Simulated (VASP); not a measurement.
# ZrB (Fm-3m) in VASP: a series of runs, part 2 of 3

VASP 6.6.1. The steps go on from the part before.

**4. Single point, PBE (14.74 Å³/atom)**

This run uses another cell than the first one, of 14.74 Å³/atom.

File INCAR:

```
PREC     = Accurate       # precision mode
ENCUT    = 520            # plane-wave cutoff, eV
EDIFF    = 1E-6           # SCF threshold, eV
ISMEAR   = 0              # smearing method
SIGMA    = 0.05           # smearing width, eV
LREAL    = False          # projectors in reciprocal space
LASPH    = True           # aspherical terms in the spheres
NELM     = 80             # most SCF steps
ALGO     = Normal         # electronic algorithm
ISIF     = 2              # what is computed and relaxed
LWAVE    = False          # write WAVECAR
LCHARG   = False          # write CHGCAR
GGA      = PE             # functional
NBANDS   = 14             # bands
```

File KPOINTS:

```
Automatic mesh
0
Gamma
  12 12 12
```

File POSCAR:

```
ZrB
1.0
    0.0000000000      2.4521217160      2.4521217160
    2.4521217160      0.0000000000      2.4521217160
    2.4521217160      2.4521217160      0.0000000000
Zr B
1 1
Direct
    0.5000000000      0.5000000000      0.5000000000
    0.0000000000      0.0000000000      0.0000000000
```

Potentials or basis: VASP PAW PBE potentials, release 64 (Zr_sv, B).

Started as:

```bash
> cat potpaw_PBE.64/Zr_sv/POTCAR potpaw_PBE.64/B/POTCAR > POTCAR
> mpirun -np 1 vasp_std > vasp.out
```

OUTCAR:

```text
PREC = Accurate
   ENCUT = 520
   EDIFF = 1E-6
   ISMEAR = 0
   LREAL = False
   LASPH = True
   NELM = 80
   ISIF = 2
   GGA = PE

 ion  position               nearest neighbor table
   1  0.500  0.500  0.500-   2 2.45   2 2.45   2 2.45   2 2.45   2 2.45   2 2.45
   2  0.000  0.000  0.000-   1 2.45   1 2.45   1 2.45   1 2.45   1 2.45   1 2.45

  LATTYP: Found a face centered cubic cell.
 ALAT       =     4.9042434320

  Lattice vectors:

 A1 = (   0.0000000000,   2.4521217160,   2.4521217160)
 A2 = (   2.4521217160,   0.0000000000,   2.4521217160)
 A3 = (   2.4521217160,   2.4521217160,   0.0000000000)

Analysis of symmetry for initial positions (statically):
=====================================================================
 Subroutine PRICEL returns:
 Original cell was already a primitive cell.

 Routine SETGRP: Setting up the symmetry group for a
 face centered cubic supercell.

 Subroutine GETGRP returns: Found 48 space group operations
 (whereof 48 operations were pure point group operations)
 out of a pool of 48 trial point group operations.

The static configuration has the point symmetry O_h .

Analysis of symmetry for dynamics (positions and initial velocities):
=====================================================================
 Subroutine PRICEL returns:
 Original cell was already a primitive cell.

 Routine SETGRP: Setting up the symmetry group for a
 face centered cubic supercell.

 Subroutine GETGRP returns: Found 48 space group operations
 (whereof 48 operations were pure point group operations)
 out of a pool of 48 trial point group operations.

The dynamic configuration has the point symmetry O_h .

 Subroutine INISYM returns: Found 48 space group operations
 (whereof 48 operations are pure point group operations),
 and found     1 'primitive' translations

----------------------------------------------------------------------------------------

                                     Primitive cell

  volume of cell :      29.4887

  direct lattice vectors                    reciprocal lattice vectors
[... 118 lines left out ...]
 non-spin polarized calculation
 Gauss-broadening in eV      SIGMA  =   0.05
  energy-cutoff  :      520.00
  volume of cell :       29.49
 maximum number of plane-waves:       821
 NGX is ok and might be reduce to    28
   NGX = 13   NGY = 13   NGZ = 13

 number of electron      15.0000000 magnetization

 Free energy of the ion-electron system (eV)
  ---------------------------------------------------
  ext. energy  EPLUGINS =         0.00000000
  ---------------------------------------------------
  free energy    TOTEN  =       -16.00844383 eV

  energy without entropy =      -16.00737734  energy(sigma->0) =      -16.00791058

 E-fermi :   7.4346     XC(G=0): -11.4749

 val. band max:        7.4171266907   @ k =   0.5000   0.2500   0.0000
 cond. band min:       7.4392963336   @ k =   0.2500   0.0833   0.0000
 fundamental gap:      0.0221696430
 Fermi energy:         7.4346317222

 k-point     1 :       0.0000    0.0000    0.0000
  band No.  band energies     occupation
      1     -40.0372      2.00000
      2     -17.8628      2.00000
      3     -17.8628      2.00000
      4     -17.8628      2.00000
      5      -0.5880      2.00000
      6       9.1941      0.00000
      7       9.1941      0.00000
      8       9.1941      0.00000
      9      10.5864      0.00000
     10      10.5864      0.00000
     11      10.8754      0.00000
     12      10.8754      0.00000
     13      10.8754      0.00000
     14      18.1304      0.00000
[... 377 lines left out ...]
      1     -39.9737      2.00000
      2     -18.3486      2.00000
      3     -18.0195      2.00000
      4     -17.9399      2.00000
      5       2.8131      2.00000
      6       4.2600      2.00000
      7       6.4350      2.00000
      8       6.5856      2.00000
      9      11.9010      0.00000
     10      12.0142      0.00000
     11      13.1045      0.00000
     12      16.3700      0.00000
     13      17.1744      0.00000
     14      17.8273      0.00000

 [... further k-points ...]

------------------------ aborting loop because EDIFF is reached ----------------------------------------

  FORCE on cell =-STRESS in cart. coord.  units (eV):
  Direction    XX          YY          ZZ          XY          YZ          ZX
  --------------------------------------------------------------------------------------
  -------------------------------------------------------------------------------------
  Total        0.0204630      0.0204630      0.0204630     -0.0000000      0.0000000      0.0000000
  in kB        1.1117914      1.1117914      1.1117914     -0.0000000      0.0000000      0.0000000
  external PRESSURE =       1.1117914 kB  Pullay stress =       0.0000000 kB

 VOLUME and BASIS-vectors are now :
 -----------------------------------------------------------------------------
  energy-cutoff  :      520.00
  volume of cell :       29.49
      direct lattice vectors                 reciprocal lattice vectors
     0.000000000  2.452121716  2.452121716    -0.203905050  0.203905050  0.203905050
     2.452121716  0.000000000  2.452121716     0.203905050 -0.203905050  0.203905050
     2.452121716  2.452121716  0.000000000     0.203905050  0.203905050 -0.203905050

 POSITION                                       TOTAL-FORCE (eV/Angst)
 -----------------------------------------------------------------------------------
      2.45212      2.45212      2.45212         0.000000     -0.000000      0.000000
      0.00000      0.00000      0.00000        -0.000000      0.000000     -0.000000
 -----------------------------------------------------------------------------------
    total drift:                                0.000000      0.000000      0.000000

  FREE ENERGIE OF THE ION-ELECTRON SYSTEM (eV)
  ---------------------------------------------------
  free  energy   TOTEN  =       -16.0084438274 eV

  energy  without entropy=      -16.0073773365  energy(sigma->0) =      -16.00791058
```

Run time: 50 s. Hardware: 1 thread of Intel Xeon 8259CL, shared host; peak memory 0.17 GiB.

What came out:

```yaml
Free_energy: -16.0084 eV
Pressure: 0.1 GPa
Band_gap_on_the_k_mesh: zero (an odd number of electrons rules out a gap without spin polarisation)
```

Levels at points of the mesh, in eV from the Fermi level:
| k point | band 5 | band 6 | band 7 | band 8 | band 9 | band 10 | band 11 | band 12 |
| --- | --- | --- | --- | --- | --- | --- | --- | --- |
| (0.00, 0.00, 0.00) | -8.02 | 1.76 | 1.76 | 1.76 | 3.15 | 3.15 | 3.44 | 3.44 |
| (0.50, 0.00, 0.00) | -4.17 | -3.78 | -1.14 | -1.14 | 4.82 | 4.82 | 6.09 | 7.51 |
| (0.50, 0.50, 0.00) | -6.09 | -0.78 | -0.76 | 2.06 | 2.06 | 4.56 | 5.73 | 5.73 |

**5. Single point, PBE (14.45 Å³/atom)**

This run uses another cell than the first one, of 14.45 Å³/atom.

File INCAR:

```
SYSTEM = ZrB
PREC = Accurate ; ENCUT = 520
EDIFF = 1E-7 ; ISMEAR = 0
SIGMA = 0.05 ; LREAL = .FALSE.
LASPH = .TRUE. ; NELM = 100
ALGO = Normal ; ISIF = 2
LWAVE = .FALSE. ; LCHARG = .TRUE.
GGA = PE ; LELF = .TRUE.
LVHAR = .TRUE. ; NBANDS = 14
```

File KPOINTS:

```
Automatic mesh
0
G
  12 12 12
  0 0 0
```

File POSCAR:

```
ZrB
1.0
    0.0000000000      2.4356640274      2.4356640274
    2.4356640274      0.0000000000      2.4356640274
    2.4356640274      2.4356640274      0.0000000000
Zr B
1 1
Direct
    0.5000000000      0.5000000000      0.5000000000
    0.0000000000      0.0000000000      0.0000000000
```

Potentials or basis: VASP PAW PBE potentials, release 64 (Zr_sv, B).

Started as:

```bash
> cat potpaw_PBE.64/Zr_sv/POTCAR potpaw_PBE.64/B/POTCAR > POTCAR
> mpirun -np 1 vasp_std > vasp.out
```

OUTCAR:

```text
SYSTEM = ZrB
   PREC = Accurate
   ENCUT = 520
   EDIFF = 1E-7
   ISMEAR = 0
   LREAL = .FALSE.
   LASPH = .TRUE.
   NELM = 100
   ISIF = 2
   GGA = PE

 ion  position               nearest neighbor table
   1  0.500  0.500  0.500-   2 2.44   2 2.44   2 2.44   2 2.44   2 2.44   2 2.44
   2  0.000  0.000  0.000-   1 2.44   1 2.44   1 2.44   1 2.44   1 2.44   1 2.44

  LATTYP: Found a face centered cubic cell.
 ALAT       =     4.8713280548

  Lattice vectors:

 A1 = (   0.0000000000,   2.4356640274,   2.4356640274)
 A2 = (   2.4356640274,   0.0000000000,   2.4356640274)
 A3 = (   2.4356640274,   2.4356640274,   0.0000000000)

Analysis of symmetry for initial positions (statically):
=====================================================================
 Subroutine PRICEL returns:
 Original cell was already a primitive cell.

 Routine SETGRP: Setting up the symmetry group for a
 face centered cubic supercell.

 Subroutine GETGRP returns: Found 48 space group operations
 (whereof 48 operations were pure point group operations)
 out of a pool of 48 trial point group operations.

The static configuration has the point symmetry O_h .

Analysis of symmetry for dynamics (positions and initial velocities):
=====================================================================
 Subroutine PRICEL returns:
 Original cell was already a primitive cell.

 Routine SETGRP: Setting up the symmetry group for a
 face centered cubic supercell.

 Subroutine GETGRP returns: Found 48 space group operations
 (whereof 48 operations were pure point group operations)
 out of a pool of 48 trial point group operations.

The dynamic configuration has the point symmetry O_h .

 Subroutine INISYM returns: Found 48 space group operations
 (whereof 48 operations are pure point group operations),
 and found     1 'primitive' translations

----------------------------------------------------------------------------------------

                                     Primitive cell

  volume of cell :      28.8990

  direct lattice vectors                    reciprocal lattice vectors
     0.000000000  2.435664027  2.435664027    -0.205282828  0.205282828  0.205282828
     2.435664027  0.000000000  2.435664027     0.205282828 -0.205282828  0.205282828
     2.435664027  2.435664027  0.000000000     0.205282828  0.205282828 -0.205282828

  length of vectors
     3.444549101  3.444549101  3.444549101     0.355560288  0.355560288  0.355560288

  position of ions in fractional coordinates (direct lattice)
     0.500000000  0.500000000  0.500000000
     0.000000000  0.000000000  0.000000000

  ion indices of the primitive-cell ions
   primitive index   ion index
                 1           1
                 2           2

----------------------------------------------------------------------------------------

 KPOINTS: Automatic mesh

Automatic generation of k-mesh.
 Grid dimensions read from file:
 generate k-points for:   12   12   12

 Generating k-lattice:

  Cartesian coordinates                     Fractional coordinates (reciprocal lattice)
    -0.017106902  0.017106902  0.017106902     0.083333333  0.000000000  0.000000000
     0.017106902 -0.017106902  0.017106902     0.000000000  0.083333333  0.000000000
     0.017106902  0.017106902 -0.017106902     0.000000000  0.000000000  0.083333333

  Length of vectors
     0.029630024  0.029630024  0.029630024

  Shift w.r.t. Gamma in fractional coordinates (k-lattice)
[... 39 lines left out ...]
   ions per type =               1   1
   NGX,Y,Z   is equivalent  to a cutoff of  13.51, 13.51, 13.51 a.u.
   NGXF,Y,Z  is equivalent  to a cutoff of  27.03, 27.03, 27.03 a.u.
 SYSTEM =  ZrB
   PREC   = accura    normal or accurate (medium, high low for compatibility)
   ISTART =      0    job   : 0-new  1-cont  2-samecut
   ICHARG =      2    charge: 1-file 2-atom 10-const
   ISPIN  =      1    spin polarized calculation?
   LNONCOLLINEAR =      F non collinear calculations
   LSORBIT =      F    spin-orbit coupling
   LASPH  =      T    aspherical Exc in radial PAW
   ENCUT  =  520.0 eV  38.22 Ry    6.18 a.u.   6.40  6.40  6.40*2*pi/ulx,y,z
   NELM   =    100;   NELMIN=  2; NELMDL= -5     # of ELM steps
   EDIFF  = 0.1E-06   stopping-criterion for ELM
   LREAL  =      F    real-space projection
   EDIFFG = 0.1E-05   stopping-criterion for IOM
   NSW    =      0    number of steps for IOM
   IBRION =     -1    ionic relax: 0-MD 1-quasi-New 2-CG
   NFREE  =      0    steps in history (QN), initial steepest desc. (CG)
   ISIF   =      2    stress and relaxation
   ISYM   =      2    0-nonsym 1-usesym 2-fastsym
   POTIM  = 0.5000    time-step for ionic-motion
   TEBEG  =    0.0;   TEEND  =   0.0 temperature during run
   PSTRESS=    0.0 pullay stress
   NELECT =      15.0000    total number of electrons
   NUPDOWN=      -1.0000    fix difference up-down
   EMIN   =  10.00;   EMAX   =-10.00  energy-range for DOS
   EFERMI =   0.00;   METHOD = LEGACY
   ISMEAR =     0;   SIGMA  =   0.05  broadening in eV -4-tet -1-fermi 0-gaus
   EFERMI_NEDOS =   21; number of points for ismear=-14 and -15
   IALGO  =     38    algorithm
   IMIX   =      4    mixing-type and parameters
     AMIX     =   0.40;   BMIX     =  1.00
     AMIX_MAG =   1.60;   BMIX_MAG =  1.00
  volume/ion in A,a.u.               =      14.45        97.51
  Fermi-wavevector in a.u.,A,eV,Ry     =   1.315663  2.486242 23.551251  1.730968
  Thomas-Fermi vector in A             =   2.445829
   LORBIT       =      0    0 simple, 1 ext, 2 COOP (PROOUT), +10 PAW based schemes
   GGA     = PE    functional components
   LHFCALC =     F    Hartree Fock is set to
   AEXX    =    0.0000 exact exchange contribution
   IVDW    =     0    specifies the selected vdW correction
   LEPSILON=     F    determine dielectric tensor
   LRPA    =     F    only Hartree local field effects (RPA)
 non-spin polarized calculation
 Gauss-broadening in eV      SIGMA  =   0.05
  energy-cutoff  :      520.00
  volume of cell :       28.90
 maximum number of plane-waves:       794
 NGX is ok and might be reduce to    28
   NGX = 13   NGY = 13   NGZ = 13

 number of electron      15.0000000 magnetization

 Free energy of the ion-electron system (eV)
  ---------------------------------------------------
  ext. energy  EPLUGINS =         0.00000000
  ---------------------------------------------------
  free energy    TOTEN  =       -16.00156063 eV

  energy without entropy =      -16.00044998  energy(sigma->0) =      -16.00100531

 E-fermi :   7.6223     XC(G=0): -11.5671

 val. band max:        7.6085231520   @ k =   0.5000   0.2500   0.0000
 cond. band min:       7.6225133121   @ k =   0.2500   0.0833   0.0000
 fundamental gap:      0.0139901600
 Fermi energy:         7.6223420082

 k-point     1 :       0.0000    0.0000    0.0000
  band No.  band energies     occupation
      1     -39.7573      2.00000
      2     -17.5760      2.00000
      3     -17.5760      2.00000
      4     -17.5760      2.00000
      5      -0.4429      2.00000
      6       9.4072      0.00000
      7       9.4072      0.00000
      8       9.4072      0.00000
      9      10.8448      0.00000
     10      10.8448      0.00000
     11      11.1128      0.00000
     12      11.1128      0.00000
     13      11.1128      0.00000
     14      18.3756      0.00000
[... 377 lines left out ...]
      1     -39.6875      2.00000
      2     -18.0997      2.00000
      3     -17.7446      2.00000
      4     -17.6586      2.00000
      5       3.0253      2.00000
      6       4.4120      2.00000
      7       6.6191      2.00000
      8       6.7546      2.00000
      9      12.1885      0.00000
     10      12.3081      0.00000
     11      13.4283      0.00000
     12      16.7425      0.00000
     13      17.5394      0.00000
     14      18.2465      0.00000

 [... further k-points ...]

------------------------ aborting loop because EDIFF is reached ----------------------------------------

  FORCE on cell =-STRESS in cart. coord.  units (eV):
  Direction    XX          YY          ZZ          XY          YZ          ZX
  --------------------------------------------------------------------------------------
  -------------------------------------------------------------------------------------
  Total        0.6307506      0.6307506      0.6307506      0.0000000     -0.0000000     -0.0000000
  in kB       34.9692356     34.9692356     34.9692356      0.0000000     -0.0000000     -0.0000000
  external PRESSURE =      34.9692356 kB  Pullay stress =       0.0000000 kB

 VOLUME and BASIS-vectors are now :
 -----------------------------------------------------------------------------
  energy-cutoff  :      520.00
  volume of cell :       28.90
      direct lattice vectors                 reciprocal lattice vectors
     0.000000000  2.435664027  2.435664027    -0.205282828  0.205282828  0.205282828
     2.435664027  0.000000000  2.435664027     0.205282828 -0.205282828  0.205282828
     2.435664027  2.435664027  0.000000000     0.205282828  0.205282828 -0.205282828

 POSITION                                       TOTAL-FORCE (eV/Angst)
 -----------------------------------------------------------------------------------
      2.43566      2.43566      2.43566         0.000000     -0.000000      0.000000
      0.00000      0.00000      0.00000        -0.000000      0.000000      0.000000
 -----------------------------------------------------------------------------------
    total drift:                                0.000000      0.000000      0.000000

  FREE ENERGIE OF THE ION-ELECTRON SYSTEM (eV)
  ---------------------------------------------------
  free  energy   TOTEN  =       -16.0015606315 eV

  energy  without entropy=      -16.0004499848  energy(sigma->0) =      -16.00100531
```

OSZICAR:

```text
N       E                     dE             d eps       ncg     rms          rms(c)
DAV:   1     0.966979456730E+02    0.96698E+02   -0.78787E+03  2024   0.102E+03
DAV:   2    -0.122901673486E+02   -0.10899E+03   -0.10398E+03  2508   0.286E+02
DAV:   3    -0.176006468664E+02   -0.53105E+01   -0.52647E+01  3298   0.533E+01
DAV:   4    -0.178729979870E+02   -0.27235E+00   -0.27230E+00  2454   0.725E+00
DAV:   5    -0.178760411925E+02   -0.30432E-02   -0.30432E-02  2786   0.845E-01    0.176E+01
DAV:   6    -0.160036924687E+02    0.18723E+01   -0.28417E+00  2328   0.144E+01    0.604E+00
DAV:   7    -0.160003577951E+02    0.33347E-02   -0.27845E-01  2826   0.357E+00    0.279E+00
DAV:   8    -0.160020100016E+02   -0.16522E-02   -0.32564E-02  2524   0.151E+00    0.284E-01
DAV:   9    -0.160014542103E+02    0.55579E-03   -0.28365E-03  2430   0.323E-01    0.144E-01
DAV:  10    -0.160015679237E+02   -0.11371E-03   -0.43540E-04  2322   0.231E-01    0.322E-02
DAV:  11    -0.160015620399E+02    0.58838E-05   -0.21377E-05  2544   0.381E-02    0.398E-03
DAV:  12    -0.160015606393E+02    0.14006E-05   -0.13562E-06  2382   0.122E-02    0.324E-03
DAV:  13    -0.160015606315E+02    0.78103E-08   -0.79277E-08  1510   0.263E-03
   1 F= -.16001561E+02 E0= -.16001005E+02  d E =-.111065E-02
```

It took 56 s on 1 thread of Intel Xeon 8259CL, shared host; peak memory 0.18 GiB.

What came out:

| Item | Value |
| --- | --- |
| Free energy | -16.0016 eV |
| Pressure | 3.5 GPa |
| Band gap on the k mesh | zero (an odd number of electrons rules out a gap without spin polarisation) |

Levels at points of the mesh, in eV from the Fermi level:
```tsv
k point	band 6	band 7	band 8	band 9	band 10	band 11
(0.00, 0.00, 0.00)	1.78	1.78	1.78	3.22	3.22	3.49
(0.50, 0.00, 0.00)	-3.83	-1.17	-1.17	4.94	4.94	6.25
(0.50, 0.50, 0.00)	-0.79	-0.73	2.12	2.12	4.68	5.88
```

Caveat: the cell stands under pressure.

(Continued in part 3 of 3.)
